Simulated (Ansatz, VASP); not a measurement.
**AlSiN in VASP and in Ansatz**

```
Al Si N
1.0
     2.69676    0.00000    0.00000
     0.00000    2.69676    0.00000
     0.00000    0.00000    5.23718
Al Si N
1 1 1
Direct
  0.00000 0.00000 0.00000
  0.50000 0.50000 0.50000
  0.50000 0.50000 0.00000
```

Change from the starting cell: species swapped into the TbCoC type (Pmmm, No. 47).

Alike in both runs: task relaxation of cell and atoms; functional PBE; k mesh 18 × 18 × 10; occupations gaussian, width 0.1 eV; no spin polarisation.

|  | VASP | Ansatz |
| --- | --- | --- |
| version | VASP 6.6.1 | Ansatz 0.2.0 |
| potentials or method | VASP PAW PBE potentials, release 64 (Al, Si, N), cutoff 600 eV | scalar-relativistic, plane waves, PAW |
| valence electrons in the cell | 12 | 12 |

```tsv
	VASP	Ansatz	Ansatz less VASP
gap on the k mesh at the Fermi level, each at its own relaxed structure (eV)	none	none	-
relaxed volume (Å³/atom)	12.98	13.03	+0.050
relaxed cell length with the largest relative difference (Å)	5.388	5.406	+0.0182
```

A gap of «none» marks a metal or a gap that the smearing closes.
